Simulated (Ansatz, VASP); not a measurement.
One calculation of ZnSeS, two programs

```
CELL_PARAMETERS angstrom
4.22033 0.00000 0.00000
-2.11016 3.65491 0.00000
0.00000 0.00000 3.91477
ATOMIC_POSITIONS crystal
Zn 0.66667 0.33333 0.50000
Se 0.33333 0.66667 0.50000
S 0.00000 0.00000 0.00000
```

Change from the starting cell: species swapped into the HoZnSi type (P-6m2, No. 187).

Alike in both runs: functional PBE; k mesh 6 × 6 × 4; occupations gaussian, width 0.1 eV; no spin polarisation.

Ansatz relaxed the structure, and its values are those at the end. VASP's run is a single point on that final structure, the one shown.

```csv
,VASP,Ansatz
version,VASP 6.6.1,Ansatz 0.2.0
potentials or method,"VASP PAW PBE potentials, release 64 (Zn, Se, S), cutoff 520 eV","scalar-relativistic, plane waves, PAW"
valence electrons in the cell,24,34
```

```csv
,VASP,Ansatz,Ansatz less VASP
gap on the k mesh at the Fermi level (eV),none,none,-
pressure (GPa),0.2,0.1,-0.15
```

A gap of «none» marks a metal or a gap that the smearing closes. The functional is the same, so the differences come from potentials, cutoffs and numerics. VASP's potentials hold 24 valence electrons a cell and Ansatz's 34, so a difference there can come from the potentials and not from the codes.

The k mesh is coarse, so the values compare programs but aren't converged.
